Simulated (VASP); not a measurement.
# CoO in VASP: notebook

CoO is run at these levels: PBE; tasks: single point.

Everything below comes from runs of VASP 6.6.1. Logs are shortened: lines on timing, memory, paths and dates and some standing lists are left out, and cuts for length are marked.

**1. The cell of the first run**

Symmetry: P6_3mc, No. 186, hexagonal system. The conventional cell has a = 3.179 Å, b = 3.179 Å, c = 5.236 Å, α = 90.00°, β = 90.00°, γ = 120.00°. Within 2.5 Å of Co (site symmetry 3m) lie 4 O at 1.90 to 1.97 Å. O (site symmetry 3m) has 4 Co at 1.90 to 1.97 Å within 2.5 Å.

**2. Single point, PBE, collinear spin, antiferromagnetic start (uniaxial strain along c: -1.0 %, then relaxed in part)**

INCAR

```
  ALGO = Normal
  EDIFF = 1E-6
  ENCUT = 520
  GGA = PE
  ISIF = 2
  ISMEAR = 0
  ISPIN = 2
  LASPH = True
  LCHARG = False
  LMAXMIX = 4
  LORBIT = 11
  LREAL = False
  LWAVE = False
  MAGMOM = -2.32 2.32 0.17 -0.17
  NBANDS = 27
  NELM = 150
  PREC = Accurate
  SIGMA = 0.01
```

KPOINTS

```
k-points
0
Gamma
  12 12 8
```

POSCAR

```
CoO
1.0
    3.1794997512      0.0000000000      0.0000000000
   -1.5897498756      2.7535275559      0.0000000000
    0.0000000000      0.0000000000      5.2356170212
Co O
2 2
Direct
    0.0000000391     -0.0000000391      0.0059319025
    0.3333332915      0.6666667085      0.5059319705
   -0.0000000408      0.0000000408      0.3690685205
    0.3333333769      0.6666666231      0.8690686064
```

Potentials or basis: VASP PAW PBE potentials, release 64 (Co, O).

Command:

```
> cat potpaw_PBE.64/Co/POTCAR potpaw_PBE.64/O/POTCAR > POTCAR
> mpirun -np 1 vasp_std > vasp.out
```

OUTCAR:

```text
EDIFF = 1E-6
   ENCUT = 520
   GGA = PE
   ISIF = 2
   ISMEAR = 0
   ISPIN = 2
   LASPH = True
   LORBIT = 11
   LREAL = False
   NELM = 150
   PREC = Accurate

 ion  position               nearest neighbor table
   1  0.000  1.000  0.006-   3 1.90   4 1.97   4 1.97   4 1.97
   2  0.333  0.667  0.506-   4 1.90   3 1.97   3 1.97   3 1.97
   3  1.000  0.000  0.369-   1 1.90   2 1.97   2 1.97   2 1.97
   4  0.333  0.667  0.869-   2 1.90   1 1.97   1 1.97   1 1.97

  LATTYP: Found a hexagonal cell.
 ALAT       =     3.1794997512
 C/A-ratio  =     1.6466794876

  Lattice vectors:

 A1 = (   3.1794997512,   0.0000000000,   0.0000000000)
 A2 = (  -1.5897498756,   2.7535275559,   0.0000000000)
 A3 = (   0.0000000000,   0.0000000000,   5.2356170212)

Analysis of symmetry for initial positions (statically):
=====================================================================
 Subroutine PRICEL returns:
 Original cell was already a primitive cell.

 Routine SETGRP: Setting up the symmetry group for a
 hexagonal supercell.

 Subroutine GETGRP returns: Found 12 space group operations
 (whereof  6 operations were pure point group operations)
 out of a pool of 24 trial point group operations.

The static configuration has the point symmetry C_3v.
 The point group associated with its full space group is C_6v.

Analysis of symmetry for dynamics (positions and initial velocities):
=====================================================================
 Subroutine PRICEL returns:
 Original cell was already a primitive cell.

 Routine SETGRP: Setting up the symmetry group for a
 hexagonal supercell.

 Subroutine GETGRP returns: Found 12 space group operations
 (whereof  6 operations were pure point group operations)
 out of a pool of 24 trial point group operations.

The dynamic configuration has the point symmetry C_3v.
 The point group associated with its full space group is C_6v.

Analysis of structural, dynamic, and magnetic symmetry:
=====================================================================
 Subroutine PRICEL returns:
 Original cell was already a primitive cell.

 Routine SETGRP: Setting up the symmetry group for a
 hexagonal supercell.

 Subroutine GETGRP returns: Found 12 space group operations
 (whereof  6 operations were pure point group operations)
 out of a pool of 24 trial point group operations.

The overall configuration has the point symmetry C_3v.
 The point group associated with its full space group is C_6v.

 Subroutine INISYM returns: Found 12 space group operations
 (whereof  6 operations are pure point group operations),
 and found     1 'primitive' translations

----------------------------------------------------------------------------------------

                                     Primitive cell

  volume of cell :      45.8370

  direct lattice vectors                    reciprocal lattice vectors
     3.179499751  0.000000000  0.000000000     0.314514885  0.181585254  0.000000000
    -1.589749876  2.753527556  0.000000000     0.000000000  0.363170508  0.000000000
     0.000000000  0.000000000  5.235617021     0.000000000  0.000000000  0.190999455

  length of vectors
     3.179499751  3.179499751  5.235617021     0.363170508  0.363170508  0.190999455

  position of ions in fractional coordinates (direct lattice)
     0.000000039  0.999999961  0.005931903
     0.333333291  0.666666709  0.505931971
     0.999999959  0.000000041  0.369068521
     0.333333377  0.666666623  0.869068606

  ion indices of the primitive-cell ions
   primitive index   ion index
                 1           1
                 2           2
                 3           3
                 4           4

----------------------------------------------------------------------------------------

 KPOINTS: k-points

Automatic generation of k-mesh.
 Grid dimensions read from file:
 generate k-points for:   12   12    8

 Generating k-lattice:

  Cartesian coordinates                     Fractional coordinates (reciprocal lattice)
     0.026209574  0.015132104  0.000000000     0.083333333  0.000000000  0.000000000
     0.000000000  0.030264209  0.000000000     0.000000000  0.083333333  0.000000000
     0.000000000  0.000000000  0.023874932     0.000000000  0.000000000  0.125000000

  Length of vectors
     0.030264209  0.030264209  0.023874932

  Shift w.r.t. Gamma in fractional coordinates (k-lattice)
     0.000000000  0.000000000  0.000000000

 Subroutine IBZKPT returns following result:
 ===========================================

 Found     95 irreducible k-points:

 Following reciprocal coordinates:
            Coordinates               Weight
  0.000000  0.000000  0.000000      1.000000
  0.083333 -0.000000  0.000000      6.000000
  0.166667 -0.000000  0.000000      6.000000
  0.250000 -0.000000  0.000000      6.000000
  0.333333 -0.000000  0.000000      6.000000
  0.416667 -0.000000  0.000000      6.000000
[... 16 lines left out ...]
  0.250000 -0.000000  0.125000     12.000000
  0.333333 -0.000000  0.125000     12.000000
 [... further k-points ...]
   k-points           NKPTS =     95   k-points in BZ     NKDIM =     95   number of bands    NBANDS=     27
   number of dos      NEDOS =    301   number of ions     NIONS =      4
   total plane-waves  NPLWV =  23040
   dimension x,y,z NGX =    24 NGY =   24 NGZ =   40
   dimension x,y,z NGXF=    48 NGYF=   48 NGZF=   80
   ions per type =               2   2
   NGX,Y,Z   is equivalent  to a cutoff of  12.55, 12.55, 12.70 a.u.
   NGXF,Y,Z  is equivalent  to a cutoff of  25.10, 25.10, 25.40 a.u.
 SYSTEM =  unknown system
   PREC   = accura    normal or accurate (medium, high low for compatibility)
   ISTART =      0    job   : 0-new  1-cont  2-samecut
   ICHARG =      2    charge: 1-file 2-atom 10-const
   ISPIN  =      2    spin polarized calculation?
   LNONCOLLINEAR =      F non collinear calculations
   LSORBIT =      F    spin-orbit coupling
   LASPH  =      T    aspherical Exc in radial PAW
   ENCUT  =  520.0 eV  38.22 Ry    6.18 a.u.   5.91  5.91  9.73*2*pi/ulx,y,z
   NELM   =    150;   NELMIN=  2; NELMDL= -5     # of ELM steps
   EDIFF  = 0.1E-05   stopping-criterion for ELM
   LREAL  =      F    real-space projection
   EDIFFG = 0.1E-04   stopping-criterion for IOM
   NSW    =      0    number of steps for IOM
   IBRION =     -1    ionic relax: 0-MD 1-quasi-New 2-CG
   NFREE  =      0    steps in history (QN), initial steepest desc. (CG)
   ISIF   =      2    stress and relaxation
   ISYM   =      2    0-nonsym 1-usesym 2-fastsym
   POTIM  = 0.5000    time-step for ionic-motion
   TEBEG  =    0.0;   TEEND  =   0.0 temperature during run
   PSTRESS=    0.0 pullay stress
   NELECT =      30.0000    total number of electrons
   NUPDOWN=      -1.0000    fix difference up-down
   EMIN   =  10.00;   EMAX   =-10.00  energy-range for DOS
   EFERMI =   0.00;   METHOD = LEGACY
   ISMEAR =     0;   SIGMA  =   0.01  broadening in eV -4-tet -1-fermi 0-gaus
   EFERMI_NEDOS =   21; number of points for ismear=-14 and -15
   IALGO  =     38    algorithm
   IMIX   =      4    mixing-type and parameters
     AMIX     =   0.40;   BMIX     =  1.00
     AMIX_MAG =   1.60;   BMIX_MAG =  1.00
  volume/ion in A,a.u.               =      11.46        77.33
  Fermi-wavevector in a.u.,A,eV,Ry     =   1.421379  2.686017 27.488097  2.020318
  Thomas-Fermi vector in A             =   2.542195
   LORBIT       =     11    0 simple, 1 ext, 2 COOP (PROOUT), +10 PAW based schemes
   GGA     = PE    functional components
   LHFCALC =     F    Hartree Fock is set to
   AEXX    =    0.0000 exact exchange contribution
   IVDW    =     0    specifies the selected vdW correction
   LEPSILON=     F    determine dielectric tensor
   LRPA    =     F    only Hartree local field effects (RPA)
 spin polarized calculation
 Gauss-broadening in eV      SIGMA  =   0.01
  energy-cutoff  :      520.00
  volume of cell :       45.84
 maximum number of plane-waves:      1260
 NGX is ok and might be reduce to    24
   NGX = 11   NGY = 11   NGZ = 19

 number of electron      30.0000000 magnetization       0.0000000

 number of electron      30.0000004 magnetization      -0.0000000

 Free energy of the ion-electron system (eV)
  ---------------------------------------------------
  ext. energy  EPLUGINS =         0.00000000
  ---------------------------------------------------
  free energy    TOTEN  =       -26.78575640 eV

  energy without entropy =      -26.78575640  energy(sigma->0) =      -26.78575640

 E-fermi :   6.2645     XC(G=0): -11.1624

 val. band max:        6.2025412044   @ k =   0.0000   0.0000   0.5000
 cond. band min:       6.3397844642   @ k =   0.5000  -0.0000   0.0000
 fundamental gap:      0.1372432598
 Fermi energy:         6.2644927625

 spin component 1

 k-point     1 :       0.0000    0.0000    0.0000
  band No.  band energies     occupation
      1     -13.7470      1.00000
      2     -13.0445      1.00000
      3      -0.7933      1.00000
      4       0.2776      1.00000
      5       0.3481      1.00000
      6       0.3481      1.00000
[... 19 lines left out ...]
     26      21.3661      0.00000
     27      22.8603      0.00000

 k-point     2 :       0.0833   -0.0000    0.0000
  band No.  band energies     occupation
      1     -13.7112      1.00000
      2     -13.0272      1.00000
      3      -0.7230      1.00000
      4       0.2501      1.00000
      5       0.3124      1.00000
      6       0.3690      1.00000
[... 19 lines left out ...]
     26      21.5884      0.00000
     27      22.6017      0.00000

 k-point     3 :       0.1667   -0.0000    0.0000
  band No.  band energies     occupation
      1     -13.6113      1.00000
      2     -12.9807      1.00000
      3      -0.5312      1.00000
      4       0.0377      1.00000
      5       0.3746      1.00000
      6       0.4250      1.00000
[... 594 lines left out ...]
      1     -13.4534      1.00000
      2     -12.9349      1.00000
      3      -0.3637      1.00000
      4      -0.2456      1.00000
      5       0.4920      1.00000
      6       0.4995      1.00000
[... 19 lines left out ...]
     26      21.0258      0.00000
     27      21.8734      0.00000

 k-point    24 :       0.3333   -0.0000    0.1250
  band No.  band energies     occupation
      1     -13.3073      1.00000
      2     -12.8730      1.00000
      3      -0.5052      1.00000
      4      -0.1618      1.00000
      5       0.4539      1.00000
      6       0.5659      1.00000
[... 19 lines left out ...]
     26      20.6719      0.00000
     27      22.3184      0.00000

 [... further k-points ...]

 spin component 2

 k-point     1 :       0.0000    0.0000    0.0000
  band No.  band energies     occupation
      1     -13.7470      1.00000
      2     -13.0445      1.00000
      3      -0.7933      1.00000
      4       0.2776      1.00000
      5       0.3481      1.00000
      6       0.3481      1.00000
[... 19 lines left out ...]
     26      21.3661      0.00000
     27      22.8603      0.00000

 k-point     2 :       0.0833   -0.0000    0.0000
  band No.  band energies     occupation
      1     -13.7112      1.00000
      2     -13.0272      1.00000
      3      -0.7230      1.00000
      4       0.2501      1.00000
      5       0.3124      1.00000
      6       0.3690      1.00000
[... 19 lines left out ...]
     26      21.5884      0.00000
     27      22.6017      0.00000

 k-point     3 :       0.1667   -0.0000    0.0000
  band No.  band energies     occupation
      1     -13.6113      1.00000
      2     -12.9807      1.00000
      3      -0.5312      1.00000
      4       0.0376      1.00000
      5       0.3746      1.00000
      6       0.4250      1.00000
[... 594 lines left out ...]
      1     -13.4535      1.00000
      2     -12.9348      1.00000
      3      -0.4336      1.00000
      4      -0.1232      1.00000
      5       0.3851      1.00000
      6       0.5009      1.00000
[... 19 lines left out ...]
     26      21.0066      0.00000
     27      21.8515      0.00000

 k-point    24 :       0.3333   -0.0000    0.1250
  band No.  band energies     occupation
      1     -13.3074      1.00000
      2     -12.8729      1.00000
      3      -0.5257      1.00000
      4      -0.0873      1.00000
      5       0.3294      1.00000
      6       0.5679      1.00000
[... 19 lines left out ...]
     26      20.6834      0.00000
     27      22.3183      0.00000

 [... further k-points ...]

------------------------ aborting loop because EDIFF is reached ----------------------------------------

  FORCE on cell =-STRESS in cart. coord.  units (eV):
  Direction    XX          YY          ZZ          XY          YZ          ZX
  --------------------------------------------------------------------------------------
  -------------------------------------------------------------------------------------
  Total       -0.0256589     -0.0256589      0.5268521      0.0000000     -0.0000000      0.0000000
  in kB       -0.8968780     -0.8968780     18.4154862      0.0000000     -0.0000000      0.0000000
  external PRESSURE =       5.5405768 kB  Pullay stress =       0.0000000 kB

 VOLUME and BASIS-vectors are now :
 -----------------------------------------------------------------------------
  energy-cutoff  :      520.00
  volume of cell :       45.84
      direct lattice vectors                 reciprocal lattice vectors
     3.179499751  0.000000000  0.000000000     0.314514885  0.181585254  0.000000000
    -1.589749876  2.753527556  0.000000000     0.000000000  0.363170508  0.000000000
     0.000000000  0.000000000  5.235617021     0.000000000  0.000000000  0.190999455

 POSITION                                       TOTAL-FORCE (eV/Angst)
 -----------------------------------------------------------------------------------
     -1.58975      2.75353      0.03106         0.000000     -0.000000     -0.004477
     -0.00000      1.83569      2.64887        -0.000000      0.000000     -0.004477
      3.17950      0.00000      1.93230         0.000000     -0.000000      0.004477
      0.00000      1.83568      4.55011         0.000000      0.000000      0.004477
 -----------------------------------------------------------------------------------
    total drift:                                0.000204     -0.000118     -0.000264

  FREE ENERGIE OF THE ION-ELECTRON SYSTEM (eV)
  ---------------------------------------------------
  free  energy   TOTEN  =       -26.7857564034 eV

  energy  without entropy=      -26.7857564034  energy(sigma->0) =      -26.78575640

 total charge

# of ion       s       p       d       tot
------------------------------------------
    1        0.348   0.438   7.224   8.010
    2        0.348   0.438   7.224   8.010
    3        1.552   3.443   0.000   4.995
    4        1.552   3.443   0.000   4.995
--------------------------------------------------
tot          3.801   7.761  14.448  26.010

 magnetization (x)

# of ion       s       p       d       tot
------------------------------------------
    1       -0.008  -0.043  -2.228  -2.279
    2        0.008   0.043   2.228   2.279
    3        0.011   0.141   0.000   0.152
    4       -0.011  -0.141   0.000  -0.152
--------------------------------------------------
tot          0.000   0.000   0.000   0.000
```

Run time: 2.5 min. Hardware: 1 thread of Oxide Virtual Turin-like, shared host; peak memory 0.26 GiB.

Results:

```yaml
Free_energy: -26.7858 eV
Pressure: 0.6 GPa
Largest_force: 0.004 eV/Å
Band_gap_on_the_k_mesh: 0.14 eV (least direct gap 0.23 eV)
Net_moment: 0.00 μB per cell
Site_moments: Co -2.28, +2.28; O +0.15, -0.15 μB
Valence_electrons_inside_the_program's_atomic_spheres: Co 8.01; O 5.00
```

Forces in eV/Å, atoms in the order of the input:
```
Co   0.000  0.000 -0.004
Co   0.000  0.000 -0.004
O    0.000  0.000  0.004
O    0.000  0.000  0.004
```

Stress tensor (GPa, compression positive):
```
-0.09  0.00  0.00
 0.00 -0.09  0.00
 0.00  0.00  1.84
```

Levels at points of the mesh, in eV from the valence-band top:
Spin up:
```
           k point  band 13  band 14  band 15  band 16  band 17  band 18
(0.00, 0.00, 0.00)    -1.04    -0.05    -0.05     0.29     1.74     2.13
(0.50, 0.00, 0.00)    -1.39    -0.31    -0.09     0.14     0.87     1.44
(0.00, 0.00, 0.50)    -1.01     0.00     0.00     0.96     1.99     1.99
(0.50, 0.00, 0.50)    -1.25    -0.41    -0.26     0.30     1.00     1.32
```
Spin down:
| k point | band 13 | band 14 | band 15 | band 16 | band 17 | band 18 |
| --- | --- | --- | --- | --- | --- | --- |
| (0.00, 0.00, 0.00) | -1.04 | -0.05 | -0.05 | 0.29 | 1.74 | 2.13 |
| (0.50, 0.00, 0.00) | -1.39 | -0.31 | -0.09 | 0.14 | 0.87 | 1.44 |
| (0.00, 0.00, 0.50) | -1.01 | 0.00 | 0.00 | 0.96 | 1.99 | 1.99 |
| (0.50, 0.00, 0.50) | -1.25 | -0.41 | -0.26 | 0.30 | 1.00 | 1.32 |

Caveat: the cell differs from its parent crystal (uniaxial strain along c: -1.0 %, then relaxed in part); semilocal functionals underestimate gaps, and a narrow one can read as zero. A k mesh can miss the band edges.

[end of part 1 of 3]
